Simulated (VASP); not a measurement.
A run of VASP 6.6.1 is set up as follows.

Contents of INCAR:

```
ALGO = Normal
EDIFF = 1E-6
ENCUT = 520
GGA = PS
ISIF = 2
ISMEAR = 0
ISPIN = 2
LASPH = T
LCHARG = T
LELF = T
LMAXMIX = 4
LORBIT = 11
LREAL = F
LVHAR = T
LWAVE = F
MAGMOM = 4.17 0
NBANDS = 20
NELM = 150
PREC = Accurate
SIGMA = 0.05
```

The input KPOINTS:

```
k-points
0
Gamma
  10 10 10
```

File POSCAR:

```
MnSb
1.0
    0.0000000000      3.0154643725      3.0154643725
    3.0154643725      0.0000000000      3.0154643725
    3.0154643725      3.0154643725      0.0000000000
Mn Sb
1 1
Direct
    0.0000000000      0.0000000000      0.0000000000
    0.2500000000      0.2500000000      0.2500000000
```

Potentials or basis: VASP PAW PBE potentials, release 64 (Mn_pv, Sb).

Run with:

```bash
$ cat potpaw_PBE.64/Mn_pv/POTCAR potpaw_PBE.64/Sb/POTCAR > POTCAR
$ mpirun -np 1 vasp_std > vasp.out
```

Question: Estimate the pressure.

Answer: 1.0 GPa.

Question: Predict the net moment.

Answer: 3.97 μB per cell.

Question: What does it give for the site moments?

Answer: Mn +3.79; Sb -0.14 μB.

Question: Estimate the band gap on the k mesh.

Answer: Zero (filled and empty bands overlap).

Caveat: the PAW data sets were made with another functional, which shifts forces and pressure a little; spin-orbit coupling is left out, which moves the levels of the heavy elements; a cell with one magnetic atom can't hold antiferromagnetic order, which such compounds often take.
